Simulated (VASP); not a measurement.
Write the native input for VASP 6.6.1 that does the following.

```
Task                   : relaxation of cell and atoms
Functional             : LDA
Potentials or basis    : VASP PAW LDA potentials, release 64 (Zn)
Cutoff                 : 600 eV
k mesh                 : 15 × 15 × 8
Occupations            : fermi-dirac, width 0.15 eV
Spin                   : no spin polarisation
Dipole correction      : no
Further INCAR settings : ALGO = Normal; EDIFF = 1e-06; IBRION = 2; EDIFFG = -0.001; NSW = 80; ISIF = 3
```

The structure of Zn lies in POSCAR:

```
Zn
1.0
    2.5489338933      0.0000000000      0.0000000000
   -1.2744669467      2.2074415042      0.0000000000
    0.0000000000      0.0000000000      4.8621582776
Zn
2
Direct
    0.3333333333      0.6666666667      0.2500000000
    0.6666666667      0.3333333333      0.7500000000
```

These files were run (other wordings do the same):

INCAR

```
SYSTEM = Zn
ALGO     = Normal         ! electronic algorithm
EDIFF    = 1E-6           ! SCF threshold, eV
EDIFFG   = -0.001         ! ionic threshold
ENCUT    = 600            ! plane-wave cutoff, eV
IBRION   = 2              ! ionic algorithm
ISIF     = 3              ! what is computed and relaxed
ISMEAR   = -1             ! smearing method
LASPH    = .True.         ! aspherical terms in the spheres
LCHARG   = .False.        ! write CHGCAR
LREAL    = .False.        ! projectors in reciprocal space
LWAVE    = .False.        ! write WAVECAR
NELM     = 80             ! most SCF steps
NSW      = 80             ! ionic steps
PREC     = Accurate       ! precision mode
SIGMA    = 0.15           ! smearing width, eV
```

KPOINTS

```
k-points
0
Gamma
  15 15 8
  0 0 0
```

Potentials or basis: VASP PAW LDA potentials, release 64 (Zn).

Command:

```console
$ cat potpaw_LDA.64/Zn/POTCAR > POTCAR
$ mpirun -np 1 vasp_std > vasp.out
```

It gave:

- Relaxed volume: 13.77 Å³/atom
- Relaxed cell: a = 2.556 Å, b = 2.556 Å, c = 4.869 Å, α = 90.00°, β = 90.00°, γ = 120.00°
- Space group after relaxing (to 0.05 Å): P6_3/mmc (No. 194)
- Energy gained by relaxing: 0.3 meV/atom
- Ionic steps: 9
- Pressure after relaxing: 0.0 GPa
- Band gap on the k mesh: zero (band 12 reaches 5.35 eV, above the bottom of band 13 at 0.32 eV)

It took 77 s on 1 thread of Intel(R) Xeon(R) 6975P-C (Granite Rapids) (shared host), peak memory 0.17 GiB.
